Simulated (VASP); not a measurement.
Wanted: the native input for a VASP 6.6.1 run.

| Quantity | Value |
| --- | --- |
| Task | single point |
| Functional | PBE |
| Potentials or basis | VASP PAW PBE potentials, release 64 (K_sv, I) |
| Cutoff | 520 eV |
| k mesh | 6 × 6 × 4 |
| Occupations | gaussian, width 0.01 eV |
| Spin | no spin polarisation |
| Dipole correction | no |
| Further INCAR settings | ALGO = Normal; EDIFF = 1e-06; NBANDS = 24 |

The structure of KI lies in POSCAR:

```
KI
1.0
    6.0888820102      0.0000000000      0.0000000000
   -3.0444410051      5.2731265014      0.0000000000
    0.0000000000      0.0000000000      7.1196570644
K I
2 2
Direct
    0.3333333333      0.6666666667      0.9365674650
    0.6666666667      0.3333333333      0.4365674650
    0.3333333333      0.6666666667      0.4365674650
    0.6666666667      0.3333333333      0.9365674650
```

These files were run (other wordings do the same):

INCAR

```
  ALGO = Normal
  EDIFF = 1E-6
  ENCUT = 520
  GGA = PE
  ISIF = 2
  ISMEAR = 0
  LASPH = T
  LCHARG = T
  LELF = T
  LREAL = F
  LVHAR = T
  LWAVE = F
  NBANDS = 24
  NELM = 100
  PREC = Accurate
  SIGMA = 0.01
```

KPOINTS

```
k-points
0
Gamma
  6 6 4
```

Potentials or basis: VASP PAW PBE potentials, release 64 (K_sv, I).

Run with:

```console
$ cat potpaw_PBE.64/K_sv/POTCAR potpaw_PBE.64/I/POTCAR > POTCAR
$ mpirun -np 1 vasp_std > vasp.out
```

It gave:

The pressure is 0.0 GPa. The band gap on the k mesh is 3.75 eV.

Caveat: spin-orbit coupling is left out, which moves the levels of the heavy elements.

It took 2.4 min on 1 thread of Oxide Virtual Turin-like Processor (shared host), peak memory 0.34 GiB.
